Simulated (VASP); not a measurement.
Write the native input for VASP 6.6.1 that does the following.

```yaml
Task: single point
Functional: PBEsol
Potentials_or_basis: VASP PAW PBE potentials, release 64 (W_sv, Si)
Cutoff: 520 eV
k_mesh: 10 × 10 × 10
Occupations: fermi-dirac, width 0.05 eV
Spin: no spin polarisation
Dipole_correction: no
Further_INCAR_settings: ALGO = Normal; EDIFF = 1e-06; NBANDS = 18
```

The structure of Si2W lies in POSCAR:

```
Si2W
1.0
   -1.6069000000      1.6069000000      3.8366510000
    1.6069000000     -1.6069000000      3.8366510000
    1.6069000000      1.6069000000     -3.8366510000
W Si
1 2
Direct
    0.0000000000      0.0000000000      0.0000000000
    0.6653000000      0.6653000000      0.0000000000
    0.3347000000      0.3347000000      0.0000000000
```

These files were run (other wordings do the same):

INCAR

```
SYSTEM = Si2W
PREC = Accurate
ENCUT = 520
EDIFF = 1E-6
ISMEAR = -1
SIGMA = 0.05
LREAL = .False.
LASPH = .True.
NELM = 60
ALGO = Normal
ISIF = 2
LWAVE = .False.
LCHARG = .False.
GGA = PS
NBANDS = 18
```

KPOINTS

```
Automatic mesh
0
Gamma
  10 10 10
  0 0 0
```

Potentials or basis: VASP PAW PBE potentials, release 64 (W_sv, Si).

Launch:

```sh
$ cat potpaw_PBE.64/W_sv/POTCAR potpaw_PBE.64/Si/POTCAR > POTCAR
$ mpirun -np 1 vasp_std > vasp.out
```

Results of the run:

```json
{
 "Pressure": "3.8 GPa",
 "Largest force": "0.045 eV/Å",
 "Band gap on the k mesh": "zero (band 11 reaches 12.78 eV, above the bottom of band 12 at 11.60 eV)"
}
```

Caveat: the PAW data sets were made with another functional, which shifts forces and pressure a little; spin-orbit coupling is left out, which moves the levels of the heavy elements.

Wall time 58 s on 1 thread of Intel(R) Xeon(R) Platinum 8488C (Sapphire Rapids), with other jobs on the host, peak memory 0.23 GiB.
